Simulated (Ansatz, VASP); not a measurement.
Two plane-wave programs on Ge

```
Ge
1.0
     0.00000    2.82956    2.81729
     2.82956    0.00000    2.81729
     2.82956    2.82956    0.00000
Ge
2
Cartesian
  0.0000 0.0000 0.0000
  1.4148 1.4148 1.4086
```

Alike in both runs: functional LDA; k mesh 12 × 12 × 12; occupations gaussian, width 0.05 eV; no spin polarisation.

Ansatz relaxed the structure, and its values are those at the end. VASP's run is a single point on that final structure, the one shown.

|  | VASP | Ansatz |
| --- | --- | --- |
| version | VASP 6.6.1 | Ansatz 0.2.0 |
| potentials or method | VASP PAW LDA potentials, release 64 (Ge_d) | scalar-relativistic, plane waves, PAW |
| plane-wave cutoff (eV) | 520 | 420 |
| valence electrons in the cell | 28 | 28 |

```tsv
	VASP	Ansatz	Ansatz less VASP
gap on the k mesh at the Fermi level (eV)	0.03	0.03	0.000
least direct gap on the mesh (eV)	0.03	0.03	0.000
pressure (GPa)	-0.9	-1.1	-0.17
```

LDA's correlation is that of Perdew and Zunger in VASP and of Perdew and Wang (1992) in Ansatz. Ansatz's warnings: stress scf threshold loose.
